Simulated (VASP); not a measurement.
# Si12NO22 (a cell with a defect) in VASP: single point with PBEsol

Aim: the single point of Si12NO22 (a cell with a defect) with PBEsol.

All numbers are computed with VASP 6.6.1; they aren't measurements. Logs are shortened: lines on timing, memory, paths and dates and some standing lists are left out, and cuts for length are marked.

**1. The cell of the first run**

The cell holds a defect, 35 atoms: a = 7.309 Å, b = 7.309 Å, c = 9.833 Å, α = 70.35°, β = 70.35°, γ = 71.26°.

**2. Single point, PBEsol, collinear spin, ferromagnetic start**

File INCAR:

```
SYSTEM = Si12NO22
  PREC = Accurate
  ENCUT = 520
  EDIFF = 1E-6
  ISMEAR = 0
  SIGMA = 0.02
  LREAL = Auto
  LASPH = .True.
  NELM = 150
  ALGO = Normal
  ISIF = 2
  LWAVE = .False.
  LCHARG = .True.
  ISPIN = 2
  MAGMOM = 0 0 0 0 0 0 0 0 0 0 0 0 0 0 0 0 0 0 0 0 0 0 0 0 0 0 0 0 0 0 0 0 0 0 0.5
  LORBIT = 11
  GGA = PS
  LELF = .True.
  LVHAR = .True.
  NBANDS = 120
```

File KPOINTS:

```
Automatic mesh
0
Gamma
  2 2 1
  0 0 0
```

File POSCAR:

```
Si12NO22
1.0
   -2.4581800000      4.2576930000      5.4084000000
    4.9163600000      0.0000000000      5.4084000000
    4.9163600000      8.5153850000      0.0000000000
Si O N
12 22 1
Direct
    0.0856286239      0.6014584998      0.9441186285
    0.4310716694      0.8957717593      0.0409102079
    0.0128278999      0.0241946946      0.2563495062
    0.0364813797      0.6167826171      0.4546006417
    0.4341854340      0.8739030950      0.5506182888
    0.0237288850      0.0170149579      0.7536197943
    0.6270264597      0.0403520626      0.1981928981
    0.8698016316      0.4685041520      0.2681103299
    0.4625889557      0.4789556785      0.5070703487
    0.5974305381      0.0460627316      0.7096353459
    0.8988498192      0.4426461871      0.7828766893
    0.4858816296      0.4720893045      0.0293386837
    0.2957614090      0.4682506833      0.9814382696
    0.9004724384      0.5659869581      0.0909985635
    0.9478275135      0.2310545959      0.3012655835
    0.2293510312      0.0071699362      0.1410222462
    0.6065939553      0.9439479795      0.0798816686
    0.5273637897      0.2765824791      0.1634711624
    0.2661983216      0.5149476735      0.4546848169
    0.8807670678      0.5499780694      0.6125043343
    1.0117292627      0.2117379365      0.8054094325
    0.2153726730      0.0103643287      0.6035471418
    0.4952487507      0.2507432247      0.6082153491
    0.8629264789      1.0033709473      0.1768651648
    0.5223623006     -0.0592310603      0.3713572187
    0.4421016612      0.6353206818      0.6010610033
    0.6375607024      0.5137794351      0.3566210172
   -0.0057081794      0.5586526732      0.3262014196
    0.0061151038      0.8563127861      0.4135860874
    0.4345360953     -0.0225658268      0.8646689150
    0.4417632926      0.6590670823      0.0976272384
    0.6716199350      0.4844297285      0.8825606246
    0.0440159394      0.5396245088      0.8163230016
    0.0996886413      0.8308791791      0.8868796149
    0.8166799148      1.0157385453      0.7246517501
```

Potentials or basis: VASP PAW PBE potentials, release 64 (Si, O, N).

The run is started by

```sh
cat potpaw_PBE.64/Si/POTCAR potpaw_PBE.64/O/POTCAR potpaw_PBE.64/N/POTCAR > POTCAR
mpirun -np 1 vasp_std > vasp.out
```

OUTCAR:

```text
SYSTEM = Si12NO22
   PREC = Accurate
   ENCUT = 520
   EDIFF = 1E-6
   ISMEAR = 0
   LREAL = Auto
   LASPH = .True.
   NELM = 150
   ISIF = 2
   ISPIN = 2
   LORBIT = 11
   GGA = PS

 ion  position               nearest neighbor table
   1  0.086  0.601  0.944-  34 1.61  33 1.61  13 1.62  14 1.63   6 2.97   8 3.02  11 3.07  12 3.08

   2  0.431  0.896  0.041-  16 1.61  31 1.61  17 1.62  30 1.63  10 3.01   7 3.02  12 3.03   3 3.14

   3  0.013  0.024  0.256-  15 1.60  16 1.60  24 1.61  29 1.62   4 2.95   7 3.02   8 3.11   2 3.14

   4  0.036  0.617  0.455-  19 1.60  28 1.61  20 1.61  29 1.62   3 2.95  11 2.99   9 3.11   8 3.12

   5  0.434  0.874  0.551-  22 1.61  25 1.62  26 1.63   9 2.99  10 3.00   6 3.07
   6  0.024  0.017  0.754-  21 1.63  35 1.63  34 1.64  22 1.66   1 2.97  11 3.03   5 3.07
   7  0.627  0.040  0.198-  24 1.61  18 1.61  17 1.61  25 1.63   3 3.02   2 3.02  12 3.05
   8  0.870  0.469  0.268-  15 1.60  28 1.61  27 1.61  14 1.61   1 3.02   3 3.11   9 3.11   4 3.12

   9  0.463  0.479  0.507-  19 1.60  27 1.60  23 1.62  26 1.64   5 2.99   8 3.11   4 3.11
  10  0.597  0.046  0.710-  35 1.60  23 1.60  30 1.63   5 3.00   2 3.01
  11  0.899  0.443  0.783-  21 1.60  32 1.61  33 1.62  20 1.62   4 2.99   6 3.03   1 3.07
  12  0.486  0.472  0.029-  18 1.61  32 1.61  31 1.62  13 1.62   2 3.03   7 3.05   1 3.08
  13  0.296  0.468  0.981-   1 1.62  12 1.62
  14  0.900  0.566  0.091-   8 1.61   1 1.63
  15  0.948  0.231  0.301-   8 1.60   3 1.60
  16  0.229  0.007  0.141-   3 1.60   2 1.61
  17  0.607  0.944  0.080-   7 1.61   2 1.62
  18  0.527  0.277  0.163-   7 1.61  12 1.61
[... 15 lines left out ...]
  34  0.100  0.831  0.887-   1 1.61   6 1.64
  35  0.817  0.016  0.725-  10 1.60   6 1.63

  LATTYP: Found a base centered monoclinic cell.
 ALAT       =    11.8816564853
 B/A-ratio  =     0.7166833591
 C/A-ratio  =     0.8275546213
 COS(beta)  =    -0.4137773471

  Lattice vectors:

 A1 = (   2.4581800000,  -4.2576930000,  -5.4084000000)
 A2 = (  -4.9163600000,   0.0000000000,  -5.4084000000)
 A3 = (   4.9163600000,   8.5153850000,   0.0000000000)

Analysis of symmetry for initial positions (statically):
=====================================================================
 Subroutine PRICEL returns:
 Original cell was already a primitive cell.

 Routine SETGRP: Setting up the symmetry group for a
 base centered monoclinic supercell.

 Subroutine GETGRP returns: Found  1 space group operations
 (whereof  1 operations were pure point group operations)
 out of a pool of  4 trial point group operations.

The static configuration has the point symmetry C_1 .

Analysis of symmetry for dynamics (positions and initial velocities):
[... 232 lines left out ...]
  ---------------------------------------------------
  free energy    TOTEN  =      -282.71699265 eV

  energy without entropy =     -282.71699265  energy(sigma->0) =     -282.71699265

 E-fermi :   2.7127     XC(G=0):  -9.3458

 val. band max:        2.5298781015   @ k =   0.0000   0.5000  -0.0000
 cond. band min:       3.2637172425   @ k =   0.5000   0.0000   0.0000
 fundamental gap:      0.7338391410
 Fermi energy:         2.7127062296

 spin component 1

 k-point     1 :       0.0000    0.0000    0.0000
  band No.  band energies     occupation
      1     -18.4415      1.00000
      2     -17.9844      1.00000
      3     -17.8353      1.00000
      4     -17.7751      1.00000
      5     -17.5431      1.00000
      6     -17.4527      1.00000
[... 417 lines left out ...]
    103       9.8732      0.00000
    104       9.9412      0.00000
 Fermi energy:         2.7127062296

 spin component 2

 k-point     1 :       0.0000    0.0000    0.0000
  band No.  band energies     occupation
      1     -18.4292      1.00000
      2     -17.9744      1.00000
      3     -17.8248      1.00000
      4     -17.7386      1.00000
      5     -17.5032      1.00000
      6     -17.4502      1.00000
[... 417 lines left out ...]
    103       9.8979      0.00000
    104       9.9621      0.00000
 [bands above 104 left out]

------------------------ aborting loop because EDIFF is reached ----------------------------------------

  FORCE on cell =-STRESS in cart. coord.  units (eV):
  Direction    XX          YY          ZZ          XY          YZ          ZX
  --------------------------------------------------------------------------------------
  -------------------------------------------------------------------------------------
  Total       10.8239558      7.7873358      8.9227321     -5.0667354     -1.8430701      0.8921372
  in kB       38.2956828     27.5519732     31.5690607    -17.9263566     -6.5208717      3.1564248
  external PRESSURE =      32.4722389 kB  Pullay stress =       0.0000000 kB

 VOLUME and BASIS-vectors are now :
 -----------------------------------------------------------------------------
  energy-cutoff  :      520.00
  volume of cell :      452.84
      direct lattice vectors                 reciprocal lattice vectors
    -2.458180000  4.257693000  5.408400000    -0.101701256  0.058717249  0.092448781
     4.916360000  0.000000000  5.408400000     0.101701256 -0.058717249  0.092448786
     4.916360000  8.515385000  0.000000000     0.050850634  0.088075874 -0.046224396

 POSITION                                       TOTAL-FORCE (eV/Angst)
 -----------------------------------------------------------------------------------
      7.38812      8.40411      3.71604         0.084817     -0.067495     -0.050153
      3.54541      2.18374      7.17610         0.288970      0.154504     -0.191263
      1.34772      2.23753      0.20023        -0.041958      0.059711      0.089631
      5.17763      4.02643      3.53311        -0.049796     -0.059371      0.132421
      5.93615      6.53736      7.07467         0.034251     -0.014203      0.234251
      3.73039      6.51839      0.22036         0.030818      0.169917     -0.150469
[... 27 lines left out ...]
      8.20007      7.97656      5.03288         0.034931      0.010672      0.062449
      1.63248      9.64786      4.50205        -0.226462     -0.329783     -0.049883
 -----------------------------------------------------------------------------------
    total drift:                               -0.002302      0.019345      0.006426

  FREE ENERGIE OF THE ION-ELECTRON SYSTEM (eV)
  ---------------------------------------------------
  free  energy   TOTEN  =      -282.7169926463 eV

  energy  without entropy=     -282.7169926463  energy(sigma->0) =     -282.71699265

 total charge

# of ion       s       p       d       tot
------------------------------------------
    1        0.654   1.016   0.000   1.670
    2        0.650   1.006   0.000   1.656
    3        0.656   1.032   0.000   1.687
    4        0.657   1.029   0.000   1.685
    5        0.672   0.922   0.000   1.594
    6        0.657   1.002   0.000   1.660
[... 27 lines left out ...]
   34        1.552   3.673   0.000   5.225
   35        1.224   2.668   0.000   3.892
--------------------------------------------------
tot         43.151  95.711   0.000 138.863

 magnetization (x)

# of ion       s       p       d       tot
------------------------------------------
    1        0.000  -0.000   0.000   0.000
    2        0.001   0.002   0.000   0.003
    3        0.000   0.000   0.000   0.000
    4       -0.000  -0.000   0.000  -0.000
    5        0.052   0.084   0.000   0.136
    6        0.000   0.001   0.000   0.001
[... 27 lines left out ...]
   34        0.000  -0.000   0.000   0.000
   35        0.006   0.086   0.000   0.092
--------------------------------------------------
tot          0.099   0.388   0.000   0.487
```

OSZICAR:

```text
N       E                     dE             d eps       ncg     rms          rms(c)
DAV:   1     0.114665391727E+04    0.11467E+04   -0.96268E+04  1936   0.142E+03
DAV:   2    -0.222733975199E+03   -0.13694E+04   -0.13364E+04  2312   0.328E+02
DAV:   3    -0.316865493837E+03   -0.94132E+02   -0.93656E+02  2312   0.914E+01
DAV:   4    -0.318288874152E+03   -0.14234E+01   -0.14193E+01  2360   0.120E+01
DAV:   5    -0.318317790499E+03   -0.28916E-01   -0.28881E-01  2328   0.160E+00    0.490E+01
DAV:   6    -0.282951953716E+03    0.35366E+02   -0.14478E+02  2176   0.328E+01    0.237E+01
DAV:   7    -0.282682846019E+03    0.26911E+00   -0.43058E+00  2256   0.581E+00    0.891E+00
DAV:   8    -0.282547040091E+03    0.13581E+00   -0.41076E-01  2360   0.201E+00    0.344E+00
DAV:   9    -0.282669653328E+03   -0.12261E+00   -0.25674E-01  2200   0.129E+00    0.106E+00
DAV:  10    -0.282705215543E+03   -0.35562E-01   -0.66641E-02  2280   0.604E-01    0.589E-01
DAV:  11    -0.282713820511E+03   -0.86050E-02   -0.87212E-03  2280   0.277E-01    0.351E-01
DAV:  12    -0.282716276788E+03   -0.24563E-02   -0.47389E-03  2264   0.175E-01    0.153E-01
DAV:  13    -0.282716770128E+03   -0.49334E-03   -0.55589E-04  2376   0.822E-02    0.552E-02
DAV:  14    -0.282716923588E+03   -0.15346E-03   -0.14410E-04  2352   0.438E-02    0.281E-02
DAV:  15    -0.282716975441E+03   -0.51853E-04   -0.36203E-05  2304   0.207E-02    0.160E-02
DAV:  16    -0.282716989500E+03   -0.14059E-04   -0.16866E-05  2248   0.156E-02    0.728E-03
DAV:  17    -0.282716992058E+03   -0.25578E-05   -0.38974E-06  1944   0.785E-03    0.464E-03
DAV:  18    -0.282716992646E+03   -0.58839E-06   -0.92120E-07  1520   0.407E-03
   1 F= -.28271699E+03 E0= -.28271699E+03  d E =-.720131E-39  mag=     0.9998
```

stdout:

```text
POSCAR found type information on POSCAR SiO N
 POSCAR found :  3 types and      35 ions
 scaLAPACK will be used
 -----------------------------------------------------------------------------
|                                                                             |
|                                                                             |
|     You enforced a specific xc type in the INCAR file but a different       |
[... 22 lines left out ...]
 -----------------------------------------------------------------------------

 POSCAR, INCAR and KPOINTS ok, starting setup
 FFT: planning ... GRIDC
 FFT: planning ... GRID_SOFT
 FFT: planning ... GRID
 WAVECAR not read
 entering main loop
```

Wall time 26 min (1 thread of Oxide Virtual Turin-like, shared host); peak memory 0.8 GiB.

Results:

```yaml
Free_energy: -282.7170 eV
Pressure: 3.2 GPa
Largest_force: 0.528 eV/Å
Band_gap_on_the_k_mesh: 0.73 eV
Net_moment: 1.00 μB per cell
Site_moments: Si +0.00, -0.00, +0.14, +0.01, +0.03 (each value once); O +0.00, +0.01, +0.07, +0.03, +0.02 (each value once); N +0.09 μB
Valence_electrons_inside_the_program's_atomic_spheres: Si 1.67, 1.66, 1.69, 1.59, 1.68, 1.65 (each value once); O 5.23, 5.26, 5.25, 5.22, 5.24, 5.19, 5.21, 5.20 (each value once); N 3.89
```

Forces on the atoms (eV/Å):
```
Si   0.085 -0.067 -0.050
Si   0.289  0.155 -0.191
Si  -0.042  0.060  0.090
Si  -0.050 -0.059  0.132
Si   0.034 -0.014  0.234
Si   0.031  0.170 -0.150
Si  -0.036 -0.033 -0.056
Si   0.048 -0.022 -0.033
Si  -0.177  0.049 -0.135
Si  -0.127  0.451  0.153
Si   0.123  0.010  0.260
Si   0.156 -0.181 -0.057
O   -0.156  0.157 -0.084
O    0.011 -0.073 -0.126
O   -0.109  0.214 -0.047
O    0.030 -0.153  0.023
O   -0.124  0.023  0.049
O    0.072  0.081  0.010
O    0.166  0.094 -0.159
O   -0.090 -0.103 -0.068
O   -0.260 -0.132 -0.440
O   -0.282 -0.009  0.141
O    0.267 -0.279  0.238
O    0.021 -0.183 -0.035
O    0.131  0.163 -0.025
O    0.219 -0.006  0.076
O   -0.039 -0.106  0.201
O   -0.083  0.035  0.097
O   -0.013  0.105  0.008
O    0.082 -0.026 -0.058
O   -0.017 -0.207  0.015
O   -0.013  0.187 -0.140
O    0.045  0.017  0.115
O    0.035  0.011  0.062
N   -0.226 -0.330 -0.050
```

Stress tensor (GPa, compression positive):
```
 3.83 -1.79  0.32
-1.79  2.76 -0.65
 0.32 -0.65  3.16
```

Levels at points of the mesh, in eV from the valence-band top:
Spin up:
```
           k point  band 91  band 92  band 93  band 94  band 95  band 96
(0.00, 0.00, 0.00)    -1.01    -0.30    -0.07     4.26     4.47     5.84
(0.50, 0.00, 0.00)    -0.74    -0.41    -0.16     4.19     5.40     5.67
(0.00, 0.50, 0.00)    -0.92    -0.32     0.00     3.93     5.32     5.72
(0.50, 0.50, 0.00)    -0.73    -0.35    -0.13     3.90     5.59     6.11
```
Spin down:
```csv
k point,band 88,band 89,band 90,band 91,band 92,band 93,band 94,band 95,band 96,band 97
"(0.00, 0.00, 0.00)",-1.86,-1.84,-1.60,-0.55,-0.18,0.78,4.53,4.94,6.16,6.56
"(0.50, 0.00, 0.00)",-1.81,-1.72,-1.68,-0.46,-0.12,0.73,4.81,5.51,5.73,6.26
"(0.00, 0.50, 0.00)",-1.83,-1.80,-1.64,-0.54,-0.19,0.97,4.55,5.43,5.84,6.28
"(0.50, 0.50, 0.00)",-1.81,-1.80,-1.57,-0.51,-0.13,0.92,4.52,5.82,6.18,6.35
```

Caveat: the k points lie up to 0.70 Å⁻¹ apart; the PAW data sets were made with another functional, which shifts forces and pressure a little.
